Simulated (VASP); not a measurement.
# Si3N4 (Fd-3m) in VASP: single point with LDA

Aim: the single point of Si3N4 with LDA.

Everything below comes from runs of VASP 6.6.1. Logs are shortened: lines on timing, memory, paths and dates and some standing lists are left out, and cuts for length are marked.

## Step 1: The cell of the first run

Symmetry: Fd-3m, No. 227, cubic system. Conventional cell: a = 7.676 Å, b = 7.676 Å, c = 7.676 Å, α = 90.00°, β = 90.00°, γ = 90.00°. Within 2.5 Å of Si (site symmetry -3m) lie 6 N at 1.86 Å. Within 2.3 Å of Si (site symmetry -43m) lie 4 N at 1.76 Å. N (site symmetry 3m) has 4 Si at 1.76 to 1.86 Å within 2.3 Å.

## Step 2: Single point, LDA

Contents of INCAR:

```
SYSTEM = Si3N4
PREC = Accurate
ENCUT = 520
EDIFF = 1E-7
ISMEAR = 0
SIGMA = 0.01
LREAL = .FALSE.
LASPH = .TRUE.
NELM = 80
ALGO = Normal
ISIF = 2
LWAVE = .FALSE.
LCHARG = .FALSE.
GGA = CA
NBANDS = 45
ISYM = 0
```

Contents of KPOINTS:

```
Automatic mesh
0
Gamma
  4 4 4
  0.5 0.5 0.5
```

Contents of POSCAR:

```
Si3N4
1.0
    0.0000000000      3.8382500000      3.8382500000
    3.8382500000      0.0000000000      3.8382500000
    3.8382500000      3.8382500000      0.0000000000
Si N
6 8
Direct
    0.6250000000      0.6250000000      0.6250000000
    0.1250000000      0.6250000000      0.6250000000
    0.6250000000      0.6250000000      0.1250000000
    0.6250000000      0.1250000000      0.6250000000
    0.0000000000      0.0000000000      0.0000000000
    0.2500000000      0.2500000000      0.2500000000
    0.3824000000      0.3824000000      0.3824000000
    0.3972000000      0.8676000000      0.8676000000
    0.3824000000      0.3824000000      0.8528000000
    0.8676000000      0.3972000000      0.8676000000
    0.8528000000      0.3824000000      0.3824000000
    0.8676000000      0.8676000000      0.8676000000
    0.3824000000      0.8528000000      0.3824000000
    0.8676000000      0.8676000000      0.3972000000
```

Potentials or basis: VASP PAW LDA potentials, release 64 (Si, N).

Command:

```
cat potpaw_LDA.64/Si/POTCAR potpaw_LDA.64/N/POTCAR > POTCAR
mpirun -np 1 vasp_std > vasp.out
```

OUTCAR:

```text
SYSTEM = Si3N4
   PREC = Accurate
   ENCUT = 520
   EDIFF = 1E-7
   ISMEAR = 0
   LREAL = .FALSE.
   LASPH = .TRUE.
   NELM = 80
   ISIF = 2
   GGA = CA
   ISYM = 0

 ion  position               nearest neighbor table
   1  0.625  0.625  0.625-   8 1.86  10 1.86  11 1.86  13 1.86   9 1.86  14 1.86   2 2.71   3 2.71
                             4 2.71   3 2.71   4 2.71   2 2.71
   2  0.125  0.625  0.625-   9 1.86  14 1.86  13 1.86  10 1.86   7 1.86  12 1.86   1 2.71   3 2.71
                             4 2.71   1 2.71   3 2.71   4 2.71
   3  0.625  0.625  0.125-   8 1.86  10 1.86  11 1.86  13 1.86  12 1.86   7 1.86   1 2.71   1 2.71
                             2 2.71   4 2.71   4 2.71   2 2.71
   4  0.625  0.125  0.625-   9 1.86  14 1.86  11 1.86   8 1.86  12 1.86   7 1.86   1 2.71   3 2.71
                             1 2.71   2 2.71   3 2.71   2 2.71
   5  0.000  0.000  0.000-  12 1.76  10 1.76   8 1.76  14 1.76
   6  0.250  0.250  0.250-   7 1.76   9 1.76  11 1.76  13 1.76
   7  0.382  0.382  0.382-   6 1.76   4 1.86   2 1.86   3 1.86
   8  0.397  0.868  0.868-   5 1.76   3 1.86   4 1.86   1 1.86
   9  0.382  0.382  0.853-   6 1.76   4 1.86   2 1.86   1 1.86
  10  0.868  0.397  0.868-   5 1.76   3 1.86   2 1.86   1 1.86
  11  0.853  0.382  0.382-   6 1.76   3 1.86   4 1.86   1 1.86
  12  0.868  0.868  0.868-   5 1.76   4 1.86   2 1.86   3 1.86
  13  0.382  0.853  0.382-   6 1.76   3 1.86   2 1.86   1 1.86
  14  0.868  0.868  0.397-   5 1.76   4 1.86   2 1.86   1 1.86

IMPORTANT INFORMATION: All symmetrisations will be switched off!
NOSYMM: (Re-)initialisation of all symmetry stuff for point group C_1.

----------------------------------------------------------------------------------------

                                     Primitive cell

  volume of cell :     113.0914

  direct lattice vectors                    reciprocal lattice vectors
     0.000000000  3.838250000  3.838250000    -0.130267700  0.130267700  0.130267700
     3.838250000  0.000000000  3.838250000     0.130267700 -0.130267700  0.130267700
     3.838250000  3.838250000  0.000000000     0.130267700  0.130267700 -0.130267700

  length of vectors
     5.428105206  5.428105206  5.428105206     0.225630275  0.225630275  0.225630275

  position of ions in fractional coordinates (direct lattice)
     0.625000000  0.625000000  0.625000000
     0.125000000  0.625000000  0.625000000
     0.625000000  0.625000000  0.125000000
     0.625000000  0.125000000  0.625000000
     0.000000000  0.000000000  0.000000000
     0.250000000  0.250000000  0.250000000
     0.382400000  0.382400000  0.382400000
     0.397200000  0.867600000  0.867600000
     0.382400000  0.382400000  0.852800000
[... 112 lines left out ...]
   IMIX   =      4    mixing-type and parameters
     AMIX     =   0.40;   BMIX     =  1.00
     AMIX_MAG =   1.60;   BMIX_MAG =  1.00
  volume/ion in A,a.u.               =       8.08        54.51
  Fermi-wavevector in a.u.,A,eV,Ry     =   1.354123  2.558922 24.948324  1.833650
  Thomas-Fermi vector in A             =   2.481321
   LORBIT       =      0    0 simple, 1 ext, 2 COOP (PROOUT), +10 PAW based schemes
   GGA     = CA    functional components
   LHFCALC =     F    Hartree Fock is set to
   AEXX    =    0.0000 exact exchange contribution
   IVDW    =     0    specifies the selected vdW correction
   LEPSILON=     F    determine dielectric tensor
   LRPA    =     F    only Hartree local field effects (RPA)
 non-spin polarized calculation
 Gauss-broadening in eV      SIGMA  =   0.01
  energy-cutoff  :      520.00
  volume of cell :      113.09
 maximum number of plane-waves:      3062
   NGX = 21   NGY = 21   NGZ = 21

 number of electron      64.0000005 magnetization

 Free energy of the ion-electron system (eV)
  ---------------------------------------------------
  ext. energy  EPLUGINS =         0.00000000
  ---------------------------------------------------
  free energy    TOTEN  =      -125.55145480 eV

  energy without entropy =     -125.55145480  energy(sigma->0) =     -125.55145480

 E-fermi :   9.5926     XC(G=0): -12.6999

 val. band max:        9.5350936713   @ k =   0.2500   0.3750   0.2500
 cond. band min:      13.1878021065   @ k =   0.0000   0.1250   0.0000
 fundamental gap:      3.6527084353
 Fermi energy:         9.5925628226

 k-point     1 :       0.1250    0.1250    0.1250
  band No.  band energies     occupation
      1      -9.4132      2.00000
      2      -6.0948      2.00000
      3      -5.2575      2.00000
      4      -5.0000      2.00000
      5      -5.0000      2.00000
      6      -4.0271      2.00000
[... 1117 lines left out ...]
     43      20.0940      0.00000
     44      20.2574      0.00000

 [... further k-points ...]

 [bands above 44 left out]

------------------------ aborting loop because EDIFF is reached ----------------------------------------

  FORCE on cell =-STRESS in cart. coord.  units (eV):
  Direction    XX          YY          ZZ          XY          YZ          ZX
  --------------------------------------------------------------------------------------
  -------------------------------------------------------------------------------------
  Total        1.8154941      1.8154926      1.8154933      0.0000362      0.0000414      0.0000439
  in kB       25.7202773     25.7202569     25.7202659      0.0005130      0.0005860      0.0006223
  external PRESSURE =      25.7202667 kB  Pullay stress =       0.0000000 kB

 VOLUME and BASIS-vectors are now :
 -----------------------------------------------------------------------------
  energy-cutoff  :      520.00
  volume of cell :      113.09
      direct lattice vectors                 reciprocal lattice vectors
     0.000000000  3.838250000  3.838250000    -0.130267700  0.130267700  0.130267700
     3.838250000  0.000000000  3.838250000     0.130267700 -0.130267700  0.130267700
     3.838250000  3.838250000  0.000000000     0.130267700  0.130267700 -0.130267700

 POSITION                                       TOTAL-FORCE (eV/Angst)
 -----------------------------------------------------------------------------------
      4.79781      4.79781      4.79781         0.000000      0.000000      0.000000
      4.79781      2.87869      2.87869        -0.000000     -0.000000     -0.000000
      2.87869      2.87869      4.79781        -0.000000      0.000000     -0.000000
      2.87869      4.79781      2.87869        -0.000000      0.000000     -0.000000
      0.00000      0.00000      0.00000         0.000003      0.000004      0.000004
      1.91912      1.91912      1.91912        -0.000006     -0.000006     -0.000005
      2.93549      2.93549      2.93549        -0.008652     -0.008651     -0.008652
      6.66013      4.85462      4.85462         0.008652     -0.008651     -0.008651
      4.74101      4.74101      2.93549         0.008653      0.008654     -0.008652
      4.85462      6.66013      4.85462        -0.008650      0.008651     -0.008651
      2.93549      4.74101      4.74101        -0.008651      0.008652      0.008653
      6.66013      6.66013      6.66013         0.008649      0.008648      0.008649
      4.74101      2.93549      4.74101         0.008653     -0.008652      0.008654
      4.85462      4.85462      6.66013        -0.008650     -0.008651      0.008651
 -----------------------------------------------------------------------------------
    total drift:                               -0.000001     -0.000003     -0.000001

  FREE ENERGIE OF THE ION-ELECTRON SYSTEM (eV)
  ---------------------------------------------------
  free  energy   TOTEN  =      -125.5514547988 eV

  energy  without entropy=     -125.5514547988  energy(sigma->0) =     -125.55145480
```

OSZICAR:

```text
N       E                     dE             d eps       ncg     rms          rms(c)
DAV:   1     0.238971503311E+03    0.23897E+03   -0.32690E+04 11520   0.134E+03
DAV:   2    -0.124156835521E+03   -0.36313E+03   -0.34611E+03 14539   0.269E+02
DAV:   3    -0.140137563915E+03   -0.15981E+02   -0.15874E+02 14736   0.573E+01
DAV:   4    -0.140299198858E+03   -0.16163E+00   -0.16123E+00 14539   0.639E+00
DAV:   5    -0.140301974549E+03   -0.27757E-02   -0.27735E-02 14258   0.762E-01    0.279E+01
DAV:   6    -0.125983627441E+03    0.14318E+02   -0.47689E+01 13734   0.280E+01    0.135E+01
DAV:   7    -0.125689653633E+03    0.29397E+00   -0.24799E+00 14816   0.625E+00    0.574E+00
DAV:   8    -0.125573621306E+03    0.11603E+00   -0.12474E-01 13542   0.172E+00    0.205E+00
DAV:   9    -0.125551412067E+03    0.22209E-01   -0.21160E-02 14048   0.701E-01    0.264E-01
DAV:  10    -0.125551472245E+03   -0.60177E-04   -0.12063E-03 13675   0.176E-01    0.846E-02
DAV:  11    -0.125551453486E+03    0.18758E-04   -0.18517E-04 13888   0.673E-02    0.529E-02
DAV:  12    -0.125551455287E+03   -0.18009E-05   -0.24865E-05 14724   0.237E-02    0.163E-02
DAV:  13    -0.125551454843E+03    0.44391E-06   -0.67922E-06 13656   0.119E-02    0.721E-03
DAV:  14    -0.125551454799E+03    0.44593E-07   -0.20445E-07 10846   0.246E-03
   1 F= -.12555145E+03 E0= -.12555145E+03  d E =-.239134E-17
```

stdout:

```text
POSCAR found type information on POSCAR SiN
 POSCAR found :  2 types and      14 ions
 scaLAPACK will be used
 LDA part: xc-table for (Slater(with rela. corr.)+CA(PZ))
 , standard interpolation
 POSCAR, INCAR and KPOINTS ok, starting setup
 FFT: planning ... GRIDC
 FFT: planning ... GRID_SOFT
 FFT: planning ... GRID
 WAVECAR not read
 entering main loop
```

It took 14 min on 1 thread of Intel Xeon 8259CL, shared host; peak memory 0.51 GiB.

What came out:

```yaml
Free_energy: -125.5515 eV
Pressure: 2.6 GPa
Largest_force: 0.015 eV/Å
Band_gap_on_the_k_mesh: 3.65 eV (least direct gap 3.67 eV)
```

Forces in eV/Å, atoms in the order of the input:
```
Si   0.000  0.000  0.000
Si   0.000  0.000  0.000
Si   0.000  0.000  0.000
Si   0.000  0.000  0.000
Si   0.000  0.000  0.000
Si   0.000  0.000  0.000
N   -0.009 -0.009 -0.009
N    0.009 -0.009 -0.009
N    0.009  0.009 -0.009
N   -0.009  0.009 -0.009
N   -0.009  0.009  0.009
N    0.009  0.009  0.009
N    0.009 -0.009  0.009
N   -0.009 -0.009  0.009
```

Levels at points of the mesh, in eV from the valence-band top:
```tsv
k point	band 29	band 30	band 31	band 32	band 33	band 34	band 35	band 36
(0.12, 0.12, 0.12)	-0.32	-0.24	-0.02	-0.02	3.65	3.71	3.71	5.36
```

Caveat: a shifted mesh leaves out Γ, where band edges can lie. A k mesh can miss the band edges.
